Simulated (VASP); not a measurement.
# MgS (Fm-3m) in VASP: dielectric tensor with r2SCAN

Aim: the dielectric tensor of MgS with r2SCAN.

Everything below comes from runs of VASP 6.6.1. Logs are shortened: lines on timing, memory, paths and dates and some standing lists are left out, and cuts for length are marked.

## (1) The cell of the first run

It takes space group Fm-3m (No. 225, cubic). Conventional cell: a = 5.203 Å, b = 5.203 Å, c = 5.203 Å, α = 90.00°, β = 90.00°, γ = 90.00°. Mg (site symmetry m-3m) has 6 S at 2.60 Å within 3.4 Å. S (site symmetry m-3m) has 6 Mg at 2.60 Å within 3.4 Å.

## (2) Dielectric tensor, r2SCAN

INCAR

```
SYSTEM = MgS
PREC = Accurate
ENCUT = 520
EDIFF = 1E-8
ISMEAR = 0
SIGMA = 0.01
LREAL = .False.
LASPH = .True.
NELM = 60
ALGO = Normal
ISIF = 2
LWAVE = .False.
LCHARG = .False.
METAGGA = R2SCAN
LMIXTAU = .True.
LCALCEPS = .True.
```

KPOINTS

```
regular mesh
0
Gamma
  8 8 8
  0 0 0
```

POSCAR

```
MgS
1.0
    0.0000000000      2.6015179362      2.6015179362
    2.6015179362      0.0000000000      2.6015179362
    2.6015179362      2.6015179362      0.0000000000
Mg S
1 1
Direct
    0.0000000000      0.0000000000      0.0000000000
    0.5000000000      0.5000000000      0.5000000000
```

Potentials or basis: VASP PAW PBE potentials, release 64 (Mg, S).

Run with:

```bash
cat potpaw_PBE.64/Mg/POTCAR potpaw_PBE.64/S/POTCAR > POTCAR
mpirun -np 1 vasp_std > vasp.out
```

OUTCAR:

```text
SYSTEM = MgS
   PREC = Accurate
   ENCUT = 520
   EDIFF = 1E-8
   ISMEAR = 0
   LREAL = .False.
   LASPH = .True.
   NELM = 60
   ISIF = 2
   METAGGA = R2SCAN

 ion  position               nearest neighbor table
   1  0.000  0.000  0.000-   2 2.60   2 2.60   2 2.60   2 2.60   2 2.60   2 2.60
   2  0.500  0.500  0.500-   1 2.60   1 2.60   1 2.60   1 2.60   1 2.60   1 2.60

  LATTYP: Found a face centered cubic cell.
 ALAT       =     5.2030358724

  Lattice vectors:

 A1 = (   0.0000000000,   2.6015179362,   2.6015179362)
 A2 = (   2.6015179362,   0.0000000000,   2.6015179362)
 A3 = (   2.6015179362,   2.6015179362,   0.0000000000)

Analysis of symmetry for initial positions (statically):
=====================================================================
 Subroutine PRICEL returns:
 Original cell was already a primitive cell.

 Routine SETGRP: Setting up the symmetry group for a
 face centered cubic supercell.

 Subroutine GETGRP returns: Found 48 space group operations
 (whereof 48 operations were pure point group operations)
 out of a pool of 48 trial point group operations.

The static configuration has the point symmetry O_h .

Analysis of symmetry for dynamics (positions and initial velocities):
=====================================================================
 Subroutine PRICEL returns:
 Original cell was already a primitive cell.

 Routine SETGRP: Setting up the symmetry group for a
 face centered cubic supercell.

 Subroutine GETGRP returns: Found 48 space group operations
 (whereof 48 operations were pure point group operations)
 out of a pool of 48 trial point group operations.

The dynamic configuration has the point symmetry O_h .

 Subroutine INISYM returns: Found 48 space group operations
 (whereof 48 operations are pure point group operations),
 and found     1 'primitive' translations

----------------------------------------------------------------------------------------

                                     Primitive cell

  volume of cell :      35.2136

  direct lattice vectors                    reciprocal lattice vectors
     0.000000000  2.601517936  2.601517936    -0.192195484  0.192195484  0.192195484
     2.601517936  0.000000000  2.601517936     0.192195484 -0.192195484  0.192195484
     2.601517936  2.601517936  0.000000000     0.192195484  0.192195484 -0.192195484

  length of vectors
     3.679101948  3.679101948  3.679101948     0.332892344  0.332892344  0.332892344

  position of ions in fractional coordinates (direct lattice)
     0.000000000  0.000000000  0.000000000
     0.500000000  0.500000000  0.500000000

  ion indices of the primitive-cell ions
   primitive index   ion index
                 1           1
                 2           2

----------------------------------------------------------------------------------------

 KPOINTS: regular mesh

Automatic generation of k-mesh.
 Grid dimensions read from file:
 generate k-points for:    8    8    8

 Generating k-lattice:

  Cartesian coordinates                     Fractional coordinates (reciprocal lattice)
    -0.024024436  0.024024436  0.024024436     0.125000000  0.000000000  0.000000000
     0.024024436 -0.024024436  0.024024436     0.000000000  0.125000000  0.000000000
     0.024024436  0.024024436 -0.024024436     0.000000000  0.000000000  0.125000000

  Length of vectors
     0.041611543  0.041611543  0.041611543

  Shift w.r.t. Gamma in fractional coordinates (k-lattice)
     0.000000000  0.000000000  0.000000000

 Subroutine IBZKPT returns following result:
 ===========================================

 Found     29 irreducible k-points:

 Following reciprocal coordinates:
            Coordinates               Weight
  0.000000  0.000000  0.000000      1.000000
  0.125000  0.000000  0.000000      8.000000
  0.250000  0.000000  0.000000      8.000000
  0.375000  0.000000  0.000000      8.000000
  0.500000  0.000000  0.000000      4.000000
  0.125000  0.125000  0.000000      6.000000
[... 16 lines left out ...]
  0.500000  0.250000  0.125000     48.000000
 -0.375000  0.250000  0.125000     24.000000
 [... further k-points ...]
   k-points           NKPTS =     29   k-points in BZ     NKDIM =     29   number of bands    NBANDS=      8
   number of dos      NEDOS =    301   number of ions     NIONS =      2
   total plane-waves  NPLWV =  21952
   dimension x,y,z NGX =    28 NGY =   28 NGZ =   28
   dimension x,y,z NGXF=    56 NGYF=   56 NGZF=   56
   ions per type =               1   1
   NGX,Y,Z   is equivalent  to a cutoff of  12.65, 12.65, 12.65 a.u.
   NGXF,Y,Z  is equivalent  to a cutoff of  25.30, 25.30, 25.30 a.u.
 SYSTEM =  MgS
   PREC   = accura    normal or accurate (medium, high low for compatibility)
   ISTART =      0    job   : 0-new  1-cont  2-samecut
   ICHARG =      2    charge: 1-file 2-atom 10-const
   ISPIN  =      1    spin polarized calculation?
   LNONCOLLINEAR =      F non collinear calculations
   LSORBIT =      F    spin-orbit coupling
   LASPH  =      T    aspherical Exc in radial PAW
   ENCUT  =  520.0 eV  38.22 Ry    6.18 a.u.   6.84  6.84  6.84*2*pi/ulx,y,z
   NELM   =     60;   NELMIN=  2; NELMDL= -5     # of ELM steps
   EDIFF  = 0.1E-07   stopping-criterion for ELM
   LREAL  =      F    real-space projection
   EDIFFG = 0.1E-06   stopping-criterion for IOM
   NSW    =      0    number of steps for IOM
   IBRION =     -1    ionic relax: 0-MD 1-quasi-New 2-CG
   NFREE  =      0    steps in history (QN), initial steepest desc. (CG)
   ISIF   =      2    stress and relaxation
   ISYM   =      2    0-nonsym 1-usesym 2-fastsym
   POTIM  = 0.5000    time-step for ionic-motion
   TEBEG  =    0.0;   TEEND  =   0.0 temperature during run
   PSTRESS=    0.0 pullay stress
   NELECT =       8.0000    total number of electrons
   NUPDOWN=      -1.0000    fix difference up-down
   EMIN   =  10.00;   EMAX   =-10.00  energy-range for DOS
   EFERMI =   0.00;   METHOD = LEGACY
   ISMEAR =     0;   SIGMA  =   0.01  broadening in eV -4-tet -1-fermi 0-gaus
   EFERMI_NEDOS =   21; number of points for ismear=-14 and -15
   IALGO  =     38    algorithm
   IMIX   =      4    mixing-type and parameters
     AMIX     =   0.40;   BMIX     =  1.00
     AMIX_MAG =   1.60;   BMIX_MAG =  1.00
  volume/ion in A,a.u.               =      17.61       118.82
  Fermi-wavevector in a.u.,A,eV,Ry     =   0.998929  1.887702 13.576701  0.997859
  Thomas-Fermi vector in A             =   2.131185
   LORBIT       =      0    0 simple, 1 ext, 2 COOP (PROOUT), +10 PAW based schemes
   METAGGA = R2SCAN    functional components
   LHFCALC =     F    Hartree Fock is set to
   AEXX    =    0.0000 exact exchange contribution
   IVDW    =     0    specifies the selected vdW correction
   LEPSILON=     F    determine dielectric tensor
   LRPA    =     F    only Hartree local field effects (RPA)
   LRPA       =     F
 non-spin polarized calculation
 Gauss-broadening in eV      SIGMA  =   0.01
  energy-cutoff  :      520.00
  volume of cell :       35.21
 maximum number of plane-waves:       960
   NGX = 13   NGY = 13   NGZ = 13

 Total electronic dipole moment: p[elc]=(    -0.00000    -0.00000    -0.00000 ) |e| Angst

 number of electron       8.0000000 magnetization

 Free energy of the ion-electron system (eV)
  ---------------------------------------------------
  ext. energy  EPLUGINS =         0.00000000
  ---------------------------------------------------
  free energy    TOTEN  =       -15.51056411 eV

  energy without entropy =      -15.51056411  energy(sigma->0) =      -15.51056411

 E-fermi :   3.5371     XC(G=0): -10.0906

 val. band max:        3.4942691040   @ k =   0.0000   0.0000   0.0000
 cond. band min:   10000.0000000000   @ k =   0.0000   0.0000   0.0000
 fundamental gap:   9996.5057308960
 Fermi energy:         3.5371163673

 k-point     1 :       0.0000    0.0000    0.0000
  band No.  band energies     occupation
      1      -9.6895      2.00000
      2       3.4942      2.00000
      3       3.4942      2.00000
      4       3.4943      2.00000
      5   10000.0000      0.00000
      6   10000.0000      0.00000
      7   10000.0000      0.00000
      8   10000.0000      0.00000
[... 243 lines left out ...]
 k-point    24 :      -0.3750    0.2500    0.1250
  band No.  band energies     occupation
      1      -8.1545      2.00000
      2      -0.8513      2.00000
      3       1.3292      2.00000
      4       2.3198      2.00000
      5   10000.0000      0.00000
      6   10000.0000      0.00000
      7   10000.0000      0.00000
      8   10000.0000      0.00000

 [... further k-points ...]

------------------------ aborting loop because EDIFF is reached ----------------------------------------

            Ionic dipole moment: p[ion]=(   -15.60911   -15.60911   -15.60911 ) |e| Angst

 Total electronic dipole moment: p[elc]=(     0.00000     0.00000     0.00751 ) |e| Angst

 MACROSCOPIC STATIC DIELECTRIC TENSOR (including local field effects)
 ------------------------------------------------------
           4.858201    -0.000000     0.000000
          -0.000000     4.858201    -0.000000
          -0.000000    -0.000000     4.858201
 ------------------------------------------------------

 PIEZOELECTRIC TENSOR (including local field effects) (e Angst)
          XX          YY          ZZ          XY          YZ          ZX
  --------------------------------------------------------------------------------
  x     0.00000     0.00000     0.00000     0.00000     0.00000     0.00000
  y     0.00000     0.00000     0.00000     0.00000     0.00000     0.00000
  z     0.00000     0.00000     0.00000     0.00000     0.00000     0.00000

 PIEZOELECTRIC TENSOR (including local field effects) (C/m^2)
          XX          YY          ZZ          XY          YZ          ZX
  --------------------------------------------------------------------------------
  x     0.00000     0.00000     0.00000     0.00000     0.00000     0.00000
  y     0.00000     0.00000     0.00000     0.00000     0.00000     0.00000
  z     0.00000     0.00000     0.00000     0.00000     0.00000     0.00000

 BORN EFFECTIVE CHARGES (including local field effects) (in |e|, cummulative output)
 ---------------------------------------------------------------------------------
 ion    1
    1     2.29797     0.00000    -0.00000
    2     0.00000     2.29797    -0.00000
    3     0.00000     0.00000     2.29797
 ion    2
    1    -2.29797     0.00000     0.00000
    2     0.00000    -2.29797     0.00000
    3    -0.00000    -0.00000    -2.29797

  FORCE on cell =-STRESS in cart. coord.  units (eV):
  Direction    XX          YY          ZZ          XY          YZ          ZX
  --------------------------------------------------------------------------------------
  -------------------------------------------------------------------------------------
  Total       -0.1025075     -0.1025075     -0.1025075      0.0000000     -0.0000000      0.0000000
  in kB       -4.6639721     -4.6639721     -4.6639721      0.0000000     -0.0000000      0.0000000
  external PRESSURE =      -4.6639721 kB  Pullay stress =       0.0000000 kB

 VOLUME and BASIS-vectors are now :
 -----------------------------------------------------------------------------
  energy-cutoff  :      520.00
  volume of cell :       35.21
      direct lattice vectors                 reciprocal lattice vectors
     0.000000000  2.601517936  2.601517936    -0.192195484  0.192195484  0.192195484
     2.601517936  0.000000000  2.601517936     0.192195484 -0.192195484  0.192195484
     2.601517936  2.601517936  0.000000000     0.192195484  0.192195484 -0.192195484

 POSITION                                       TOTAL-FORCE (eV/Angst)
 -----------------------------------------------------------------------------------
      0.00000      0.00000      0.00000         0.000000     -0.000000      0.000000
      2.60152      2.60152      2.60152        -0.000000      0.000000     -0.000000
 -----------------------------------------------------------------------------------
    total drift:                                0.000000      0.000000      0.000000

  FREE ENERGIE OF THE ION-ELECTRON SYSTEM (eV)
  ---------------------------------------------------
  free  energy   TOTEN  =       -15.5105641135 eV

  energy  without entropy=      -15.5105641135  energy(sigma->0) =      -15.51056411
```

Wall time 17 min (1 thread of Intel Xeon 6975P-C (Granite Rapids), shared host); peak memory 0.34 GiB.

What came out:

- Band gap on the k mesh: 3.43 eV (least direct gap 4.62 eV)
- Electronic dielectric tensor (diagonal): 4.86
- Born charges (mean of the diagonal): Mg +2.30; S -2.30 e

Levels at points of the mesh, in eV from the valence-band top:
| k point | band 1 | band 2 | band 3 | band 4 | band 5 | band 6 | band 7 | band 8 |
| --- | --- | --- | --- | --- | --- | --- | --- | --- |
| (0.00, 0.00, 0.00) | -13.18 | 0.00 | 0.00 | 0.00 | 4.62 | 8.53 | 8.53 | 8.53 |
| (0.50, 0.00, 0.00) | -11.85 | -4.88 | -0.62 | -0.62 | 5.22 | 7.50 | 7.50 | 11.24 |
| (0.50, 0.50, 0.00) | -11.47 | -4.27 | -1.73 | -1.73 | 3.43 | 4.93 | 13.14 | 13.49 |

Electronic dielectric tensor:
```
4.86 0.00 0.00
0.00 4.86 0.00
0.00 0.00 4.86
```

Born effective charge tensors (e):
atom 1, Mg
```
2.30 0.00 0.00
0.00 2.30 0.00
0.00 0.00 2.30
```
atom 2, S
```
-2.30  0.00  0.00
 0.00 -2.30  0.00
 0.00  0.00 -2.30
```

Dipole moments of the cell (e·Å, modulo the quantum): ionic -15.609, -15.609, -15.609; electronic 0.000, 0.000, 0.008

Caveat: the PAW data sets were made with another functional, which shifts forces and pressure a little. A k mesh can miss the band edges.

The gap in the log of VASP goes by the Fermi energy; the results here count the filled bands.